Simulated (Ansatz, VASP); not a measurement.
## Two plane-wave programs on Sb

INCAR

```
SYSTEM = Sb
ALGO = Normal
EDIFF = 1E-6
ENCUT = 520
GGA = PE
ISIF = 2
ISMEAR = 0
LASPH = .TRUE.
LCHARG = .FALSE.
LREAL = .FALSE.
LWAVE = .FALSE.
NBANDS = 12
NELM = 80
PREC = Accurate
SIGMA = 0.1
```

The input KPOINTS:

```
k-points
0
G
  9 9 9
  0 0 0
```

POSCAR

```
Sb
1.0
    2.1879029667      1.2631863668      3.8431731385
   -2.1879029667      1.2631863668      3.8431731385
    0.0000000000     -2.5263727336      3.8431731385
Sb
2
Direct
    0.2326795448      0.2326795448      0.2326795448
    0.7673204552      0.7673204552      0.7673204552
```

Input for Ansatz:

```yaml
crystal:
  lattice:
    - [2.1879029667, 1.2631863668, 3.8431731385]
    - [-2.1879029667, 1.2631863668, 3.8431731385]
    - [0.0, -2.5263727336, 3.8431731385]
  atoms:
    - { symbol: Sb, position: [0.2326795448, 0.2326795448, 0.2326795448] }
    - { symbol: Sb, position: [0.7673204552, 0.7673204552, 0.7673204552] }
hamiltonian:
  xc: pbe
  pseudopotentials:
    kind: paw
    azcp:
      Sb: "pseudopotentials/Sb.paw.azcp"
basis:
  ecutwfc: 420
  fft_grid_basis: typed
kpoints:
  mp_grid: { grid: [9, 9, 9], shift: [0, 0, 0] }
magnetization:
  spin_polarized: false
scf:
  occupations: { method: gaussian, width: 0.1 }
  lower_state_search: "off"
output:
  stress: true
  write_density: true
  write_potential: true
  elf: true
  volumetric_format: npy
```

Alike in both runs: task single point; functional PBE; k mesh 9 × 9 × 9; occupations gaussian, width 0.1 eV; no spin polarisation.

|  | VASP | Ansatz |
| --- | --- | --- |
| version | VASP 6.6.1 | Ansatz 0.2.0 |
| potentials or method | VASP PAW PBE potentials, release 64 (Sb), cutoff 520 eV | plane waves (420 eV) with PAW, scalar-relativistic |
| valence electrons in the cell | 10 | 30 |

```tsv
	VASP	Ansatz	Ansatz less VASP
pressure (GPa)	0.1	0.0	-0.04
traceless stress, the component that is largest in VASP (GPa)	-0.05	-0.03	+0.028
```

VASP's potentials hold 10 valence electrons a cell and Ansatz's 30, so a difference there can come from the potentials and not from the codes.

Neither program's run includes spin-orbit coupling.
